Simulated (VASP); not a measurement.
# Sr4Ti4O11 (a cell with a defect) in VASP: single point with LDA

Aim: the single point of Sr4Ti4O11 (a cell with a defect) with LDA.

Program: VASP 6.6.1. These are calculated values, not measurements. Logs are shortened: lines on timing, memory, paths and dates and some standing lists are left out, and cuts for length are marked.

## (1) The cell of the first run

The cell holds a defect, 19 atoms: a = 6.675 Å, b = 6.675 Å, c = 6.675 Å, α = 109.47°, β = 109.47°, γ = 109.47°.

## (2) Single point, LDA

Contents of INCAR:

```
SYSTEM = Sr4Ti4O11
ALGO = Normal
EDIFF = 1E-6
ENCUT = 520
ISIF = 2
ISMEAR = 0
LASPH = .TRUE.
LCHARG = .FALSE.
LREAL = Auto
LWAVE = .FALSE.
NBANDS = 92
NELECT = 152.0
NELM = 60
PREC = Accurate
SIGMA = 0.02
```

Contents of KPOINTS:

```
k-points
0
G
  3 3 3
  0 0 0
```

Contents of POSCAR:

```
Sr4Ti4O11
1.0
   -3.8540230074      3.8540230074      3.8540230074
    3.8540230074     -3.8540230074      3.8540230074
    3.8540230074      3.8540230074     -3.8540230074
Sr Ti O
4 4 11
Direct
   -0.0078852669     -0.0114499835     -0.0114499835
    0.4994984452      0.4997492221     -0.0002507769
    0.4994984452     -0.0002507769      0.4997492221
   -0.0078852669      0.5035647157      0.5035647157
    0.5171463679      0.5085731186      0.5085731186
   -0.0236442543     -0.0150669832      0.4914225982
   -0.0236442543      0.4914225982     -0.0150669832
    0.4942710504     -0.0028644095     -0.0028644095
    0.2003916423      0.3501958855      0.3501958855
    0.7675692372      0.0096625007      0.2579066077
    0.7247939347      0.4750312846      0.7497627789
    0.2626045558      0.0140492156      0.7485554690
    0.7247939347      0.7497627789      0.4750312846
    0.7675691075      0.2579064780      0.0096625007
    0.2626045558      0.7485554690      0.0140492156
    0.5189182826      0.2596530945      0.2596530945
    0.0272406262      0.7636203765      0.2636202477
    0.0272406262      0.2636203775      0.7636202468
    0.5189182826      0.7592651872      0.7592651872
```

Potentials or basis: VASP PAW LDA potentials, release 64 (Sr_sv, Ti_sv, O).

On the command line:

```
$ cat potpaw_LDA.64/Sr_sv/POTCAR potpaw_LDA.64/Ti_sv/POTCAR potpaw_LDA.64/O/POTCAR > POTCAR
$ mpirun -np 1 vasp_std > vasp.out
```

OUTCAR:

```text
SYSTEM = Sr4Ti4O11
   EDIFF = 1E-6
   ENCUT = 520
   ISIF = 2
   ISMEAR = 0
   LASPH = .TRUE.
   LREAL = Auto
   NELECT = 152.0
   NELM = 60
   PREC = Accurate

 ion  position               nearest neighbor table
   1  0.992  0.989  0.989-   9 2.29  19 2.58  14 2.70  10 2.70  17 2.73  18 2.73  12 2.79  15 2.79
                            13 2.80  11 2.80  16 2.87   5 3.19   6 3.28   7 3.28   8 3.31   8 3.36
   2  0.499  0.500  1.000-  18 2.57  11 2.59  13 2.59  12 2.65  15 2.65  16 2.73  19 2.73  10 2.78
                            14 2.78  17 2.88   6 3.24   7 3.24   8 3.34   8 3.34   5 3.34   5 3.34
   3  0.499  1.000  0.500-  17 2.57  13 2.59  11 2.59  15 2.65  12 2.65  16 2.73  19 2.73  14 2.78
                            10 2.78  18 2.88   7 3.24   6 3.24   8 3.34   8 3.34   5 3.34   5 3.34
   4  0.992  0.504  0.504-   9 2.29  16 2.58  14 2.70  10 2.70  18 2.73  17 2.73  12 2.79  15 2.79
                            13 2.80  11 2.80  19 2.87   5 3.19   6 3.28   7 3.28   8 3.31   8 3.36
   5  0.517  0.509  0.509-   9 1.73  11 1.88  13 1.88  16 1.93  19 1.93   4 3.19   1 3.19   2 3.34
                             3 3.34   2 3.34   3 3.34   1 3.48   4 3.48
   6  0.976  0.985  0.491-  10 1.81  13 1.82  17 1.95  18 1.95  12 1.99   2 3.24   3 3.24   4 3.28
                             1 3.28   1 3.40   4 3.40   3 3.44   2 3.44
   7  0.976  0.491  0.985-  14 1.81  11 1.82  18 1.95  17 1.95  15 1.99   3 3.24   2 3.24   4 3.28
                             1 3.28   1 3.40   4 3.40   2 3.44   3 3.44
   8  0.494  0.997  0.997-  12 1.92  15 1.92  16 1.93  19 1.93  14 2.01  10 2.01   1 3.31   4 3.31
                             2 3.34   3 3.34   2 3.34   3 3.34   4 3.36   1 3.36
   9  0.200  0.350  0.350-   5 1.73   4 2.29   1 2.29
  10  0.768  0.010  0.258-   6 1.81   8 2.01   1 2.70   4 2.70   2 2.78   3 2.78
  11  0.725  0.475  0.750-   7 1.82   5 1.88   2 2.59   3 2.59   1 2.80   4 2.80
  12  0.263  0.014  0.749-   8 1.92   6 1.99   2 2.65   3 2.65   1 2.79   4 2.79
  13  0.725  0.750  0.475-   6 1.82   5 1.88   3 2.59   2 2.59   1 2.80   4 2.80
  14  0.768  0.258  0.010-   7 1.81   8 2.01   1 2.70   4 2.70   3 2.78   2 2.78
  15  0.263  0.749  0.014-   8 1.92   7 1.99   3 2.65   2 2.65   1 2.79   4 2.79
  16  0.519  0.260  0.260-   5 1.93   8 1.93   4 2.58   3 2.73   2 2.73   1 2.87
  17  0.027  0.764  0.264-   6 1.95   7 1.95   3 2.57   1 2.73   4 2.73   2 2.88
  18  0.027  0.264  0.764-   7 1.95   6 1.95   2 2.57   4 2.73   1 2.73   3 2.88
  19  0.519  0.759  0.759-   5 1.93   8 1.93   1 2.58   2 2.73   3 2.73   4 2.87

  LATTYP: Found a body centered cubic cell.
 ALAT       =     7.7080460148

  Lattice vectors:

 A1 = (  -3.8540230074,   3.8540230074,   3.8540230074)
 A2 = (   3.8540230074,  -3.8540230074,   3.8540230074)
 A3 = (   3.8540230074,   3.8540230074,  -3.8540230074)

Analysis of symmetry for initial positions (statically):
=====================================================================
 Subroutine PRICEL returns:
 Original cell was already a primitive cell.

 Routine SETGRP: Setting up the symmetry group for a
 body centered cubic supercell.

 Subroutine GETGRP returns: Found  4 space group operations
 (whereof  2 operations were pure point group operations)
 out of a pool of 48 trial point group operations.

The static configuration has the point symmetry C_1h.
 The point group associated with its full space group is C_2v.

Analysis of symmetry for dynamics (positions and initial velocities):
=====================================================================
 Subroutine PRICEL returns:
 Original cell was already a primitive cell.

 Routine SETGRP: Setting up the symmetry group for a
 body centered cubic supercell.

 Subroutine GETGRP returns: Found  4 space group operations
 (whereof  2 operations were pure point group operations)
 out of a pool of 48 trial point group operations.

The dynamic configuration has the point symmetry C_1h.
 The point group associated with its full space group is C_2v.

 Subroutine INISYM returns: Found  4 space group operations
 (whereof  2 operations are pure point group operations),
 and found     1 'primitive' translations

----------------------------------------------------------------------------------------

                                     Primitive cell

  volume of cell :     228.9828

  direct lattice vectors                    reciprocal lattice vectors
    -3.854023007  3.854023007  3.854023007     0.000000000  0.129734565  0.129734565
     3.854023007 -3.854023007  3.854023007     0.129734565  0.000000000  0.129734565
     3.854023007  3.854023007 -3.854023007     0.129734565  0.129734565  0.000000000

  length of vectors
     6.675363662  6.675363662  6.675363662     0.183472382  0.183472382  0.183472382

  position of ions in fractional coordinates (direct lattice)
     0.992114733  0.988550016  0.988550016
     0.499498445  0.499749222  0.999749223
     0.499498445  0.999749223  0.499749222
     0.992114733  0.503564716  0.503564716
     0.517146368  0.508573119  0.508573119
     0.976355746  0.984933017  0.491422598
[... 11 lines left out ...]
     0.027240626  0.263620377  0.763620247
     0.518918283  0.759265187  0.759265187

  ion indices of the primitive-cell ions
   primitive index   ion index
                 1           1
                 2           2
                 3           3
                 4           4
                 5           5
                 6           6
[... 11 lines left out ...]
                18          18
                19          19

----------------------------------------------------------------------------------------

 KPOINTS: k-points

Automatic generation of k-mesh.
 Grid dimensions read from file:
 generate k-points for:    3    3    3

 Generating k-lattice:

  Cartesian coordinates                     Fractional coordinates (reciprocal lattice)
     0.000000000  0.043244855  0.043244855     0.333333333  0.000000000  0.000000000
     0.043244855  0.000000000  0.043244855     0.000000000  0.333333333  0.000000000
     0.043244855  0.043244855  0.000000000     0.000000000  0.000000000  0.333333333

  Length of vectors
     0.061157461  0.061157461  0.061157461

  Shift w.r.t. Gamma in fractional coordinates (k-lattice)
     0.000000000  0.000000000  0.000000000

 Subroutine IBZKPT returns following result:
 ===========================================

 Found      8 irreducible k-points:

 Following reciprocal coordinates:
            Coordinates               Weight
  0.000000  0.000000  0.000000      1.000000
  0.333333  0.000000  0.000000      2.000000
  0.000000  0.333333  0.000000      8.000000
  0.000000  0.333333 -0.333333      2.000000
  0.333333  0.333333  0.000000      4.000000
  0.000000  0.333333  0.333333      4.000000
 -0.333333  0.333333  0.333333      2.000000
  0.333333 -0.333333  0.333333      4.000000
   k-points           NKPTS =      8   k-points in BZ     NKDIM =      8   number of bands    NBANDS=     92
   number of dos      NEDOS =    301   number of ions     NIONS =     19
   total plane-waves  NPLWV = 125000
   dimension x,y,z NGX =    50 NGY =   50 NGZ =   50
   dimension x,y,z NGXF=   100 NGYF=  100 NGZF=  100
   ions per type =               4   4  11
   NGX,Y,Z   is equivalent  to a cutoff of  12.45, 12.45, 12.45 a.u.
   NGXF,Y,Z  is equivalent  to a cutoff of  24.90, 24.90, 24.90 a.u.
 SYSTEM =  Sr4Ti4O11
   PREC   = accura    normal or accurate (medium, high low for compatibility)
   ISTART =      0    job   : 0-new  1-cont  2-samecut
   ICHARG =      2    charge: 1-file 2-atom 10-const
   ISPIN  =      1    spin polarized calculation?
   LNONCOLLINEAR =      F non collinear calculations
   LSORBIT =      F    spin-orbit coupling
   LASPH  =      T    aspherical Exc in radial PAW
   ENCUT  =  520.0 eV  38.22 Ry    6.18 a.u.  12.41 12.41 12.41*2*pi/ulx,y,z
   NELM   =     60;   NELMIN=  2; NELMDL= -5     # of ELM steps
   EDIFF  = 0.1E-05   stopping-criterion for ELM
   LREAL  =      T    real-space projection
   EDIFFG = 0.1E-04   stopping-criterion for IOM
   NSW    =      0    number of steps for IOM
   IBRION =     -1    ionic relax: 0-MD 1-quasi-New 2-CG
   NFREE  =      0    steps in history (QN), initial steepest desc. (CG)
   ISIF   =      2    stress and relaxation
   ISYM   =      2    0-nonsym 1-usesym 2-fastsym
   POTIM  = 0.5000    time-step for ionic-motion
   TEBEG  =    0.0;   TEEND  =   0.0 temperature during run
   PSTRESS=    0.0 pullay stress
   NELECT =     152.0000    total number of electrons
   NUPDOWN=      -1.0000    fix difference up-down
   EMIN   =  10.00;   EMAX   =-10.00  energy-range for DOS
   EFERMI =   0.00;   METHOD = LEGACY
   ISMEAR =     0;   SIGMA  =   0.02  broadening in eV -4-tet -1-fermi 0-gaus
   EFERMI_NEDOS =   21; number of points for ismear=-14 and -15
   IALGO  =     38    algorithm
   IMIX   =      4    mixing-type and parameters
     AMIX     =   0.40;   BMIX     =  1.00
     AMIX_MAG =   1.60;   BMIX_MAG =  1.00
  volume/ion in A,a.u.               =      12.05        81.33
  Fermi-wavevector in a.u.,A,eV,Ry     =   1.428088  2.698696 27.748214  2.039436
  Thomas-Fermi vector in A             =   2.548188
   LORBIT       =      0    0 simple, 1 ext, 2 COOP (PROOUT), +10 PAW based schemes
   GGA     = CA    functional components
   LHFCALC =     F    Hartree Fock is set to
   AEXX    =    0.0000 exact exchange contribution
   IVDW    =     0    specifies the selected vdW correction
   LEPSILON=     F    determine dielectric tensor
   LRPA    =     F    only Hartree local field effects (RPA)
 non-spin polarized calculation
 Gauss-broadening in eV      SIGMA  =   0.02
  energy-cutoff  :      520.00
  volume of cell :      228.98
 maximum number of plane-waves:      6190
 NGX is ok and might be reduce to    50
   NGX = 25   NGY = 25   NGZ = 25

 number of electron     152.0000010 magnetization

 Free energy of the ion-electron system (eV)
  ---------------------------------------------------
  ext. energy  EPLUGINS =         0.00000000
  ---------------------------------------------------
  free energy    TOTEN  =      -176.97719239 eV

  energy without entropy =     -176.97719239  energy(sigma->0) =     -176.97719239

 E-fermi :   3.9323     XC(G=0): -11.6460

 val. band max:        3.7584548084   @ k =   0.0000   0.0000   0.0000
 cond. band min:       5.9005317317   @ k =   0.0000   0.0000   0.0000
 fundamental gap:      2.1420769233
 Fermi energy:         3.9322531691

 k-point     1 :       0.0000    0.0000    0.0000
  band No.  band energies     occupation
      1     -51.7753      2.00000
      2     -51.7733      2.00000
      3     -51.6118      2.00000
      4     -51.3700      2.00000
      5     -28.6526      2.00000
      6     -28.6508      2.00000
[... 80 lines left out ...]
     87       8.3603      0.00000
     88       8.4180      0.00000

 k-point     2 :       0.3333    0.0000    0.0000
  band No.  band energies     occupation
      1     -51.7753      2.00000
      2     -51.7733      2.00000
      3     -51.6118      2.00000
      4     -51.3700      2.00000
      5     -28.6589      2.00000
      6     -28.6497      2.00000
[... 535 lines left out ...]
     87       8.1877      0.00000
     88       8.3471      0.00000

 k-point     8 :       0.3333   -0.3333    0.3333
  band No.  band energies     occupation
      1     -51.7753      2.00000
      2     -51.7733      2.00000
      3     -51.6118      2.00000
      4     -51.3700      2.00000
      5     -28.6616      2.00000
      6     -28.6540      2.00000
[... 80 lines left out ...]
     87       8.2087      0.00000
     88       8.3992      0.00000
 [bands above 88 left out]

------------------------ aborting loop because EDIFF is reached ----------------------------------------

  FORCE on cell =-STRESS in cart. coord.  units (eV):
  Direction    XX          YY          ZZ          XY          YZ          ZX
  --------------------------------------------------------------------------------------
  -------------------------------------------------------------------------------------
  Total      -12.8224846    -13.2541593    -13.2541593      0.0000000      1.7401756     -0.0000000
  in kB      -89.7180586    -92.7384577    -92.7384577      0.0000000     12.1758910     -0.0000000
  external PRESSURE =     -91.7316580 kB  Pullay stress =       0.0000000 kB

 VOLUME and BASIS-vectors are now :
 -----------------------------------------------------------------------------
  energy-cutoff  :      520.00
  volume of cell :      228.98
      direct lattice vectors                 reciprocal lattice vectors
    -3.854023007  3.854023007  3.854023007     0.000000000  0.129734565  0.129734565
     3.854023007 -3.854023007  3.854023007     0.129734565  0.000000000  0.129734565
     3.854023007  3.854023007 -3.854023007     0.129734565  0.129734565  0.000000000

 POSITION                                       TOTAL-FORCE (eV/Angst)
 -----------------------------------------------------------------------------------
      3.79616      3.82363      3.82363        -0.069359     -0.014253     -0.014253
      3.85402      3.85209     -0.00193        -0.000000     -0.000066     -0.000066
      3.85402     -0.00193      3.85209        -0.000000     -0.000066     -0.000066
      0.05787      3.82363      3.82363         0.069359     -0.014253     -0.014253
      1.92701      1.99309      1.99309        -0.000000      0.105490      0.105490
      1.92701      1.86090      5.66490        -0.000000      0.109796      0.119676
[... 11 lines left out ...]
      3.85402      2.03200     -1.82202        -0.000000      0.001941      0.001941
      3.85253      1.99992      1.99992        -0.011694     -0.008621     -0.008621
 -----------------------------------------------------------------------------------
    total drift:                               -0.000080     -0.012922     -0.014862

  FREE ENERGIE OF THE ION-ELECTRON SYSTEM (eV)
  ---------------------------------------------------
  free  energy   TOTEN  =      -176.9771923866 eV

  energy  without entropy=     -176.9771923866  energy(sigma->0) =     -176.97719239
```

Run time: 4.8 min. Hardware: 1 thread of AMD EPYC 9R45 (Zen 5), shared host; peak memory 0.32 GiB.

What came out:

| Item | Value |
| --- | --- |
| Free energy | -176.9772 eV |
| Largest force | 0.178 eV/Å |

Forces on the atoms (eV/Å):
```
Sr  -0.069 -0.014 -0.014
Sr   0.000  0.000  0.000
Sr   0.000  0.000  0.000
Sr   0.069 -0.014 -0.014
Ti   0.000  0.105  0.105
Ti   0.000  0.110  0.120
Ti   0.000  0.120  0.110
Ti   0.000  0.022  0.022
O    0.000 -0.126 -0.126
O    0.000 -0.108  0.017
O    0.000 -0.060 -0.009
O    0.000 -0.040  0.010
O    0.000 -0.009 -0.060
O    0.000  0.017 -0.108
O    0.000  0.010 -0.040
O    0.012 -0.009 -0.009
O    0.000  0.002  0.002
O    0.000  0.002  0.002
O   -0.012 -0.009 -0.009
```

Caveat: the cell carries a net charge on a neutralising background, which shifts energy and pressure; the cell is charged against a uniform background, so pressure and absolute levels hang on convention.
